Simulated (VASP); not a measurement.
## ZnCu: single point with PBE

Crystal: ZnCu.

```
CELL_PARAMETERS angstrom
2.94500 0.00000 0.00000
0.00000 2.94500 0.00000
0.00000 0.00000 2.94500
ATOMIC_POSITIONS crystal
Zn 0.50000 0.50000 0.50000
Cu 0.66667 0.00000 0.00000
```

| Quantity | Value |
| --- | --- |
| Program | VASP 6.6.1 |
| Task | single point |
| Functional | PBE |
| Potentials or basis | VASP PAW PBE potentials, release 64 (Zn, Cu) |
| Cutoff | 520 eV |
| k mesh | 8 × 8 × 8 |
| Occupations | fermi-dirac, width 0.05 eV |
| Spin | no spin polarisation |

* Pressure: 43.8 GPa
* Largest force: 2.740 eV/Å
* Band gap on the k mesh: zero (an odd number of electrons rules out a gap without spin polarisation)

Forces in eV/Å, atoms in the order of the input:
```
Zn  -2.740  0.000  0.000
Cu   2.740  0.000  0.000
```

Stress tensor (GPa, compression positive):
```
 3.33  0.00  0.00
 0.00 64.01  0.00
 0.00  0.00 64.01
```

Levels at points of the mesh, in eV from the Fermi level:
```
           k point  band 9  band 10  band 11  band 12  band 13  band 14  band 15  band 16
(0.00, 0.00, 0.00)   -3.01    -3.01    -2.57     6.28     6.28     7.68    10.47    11.62
(0.50, 0.00, 0.00)   -3.30    -3.30    -2.58    -1.92     9.36     9.36    12.57    13.88
(0.00, 0.50, 0.00)   -3.59    -3.12    -2.82    -2.41    10.76    11.71    12.16    12.71
(0.50, 0.50, 0.00)   -3.05    -2.75    -1.99    -0.56     1.86     1.93    14.87    16.02
(0.00, 0.50, 0.50)   -3.42    -2.91    -1.72    -1.72     2.25     2.53    14.66    16.49
(0.50, 0.50, 0.50)   -2.89    -2.57     1.32     1.32     3.44     4.59     5.91     6.84
```

Wall time 43 s on 1 thread of Intel Xeon 8259CL, on a shared host, peak memory 0.16 GiB.

Caveat: the stress differs along the axes, from 3 to 64 GPa; forces of over 1 eV/Å act on the atoms, so gaps and moduli don't describe the material at rest.
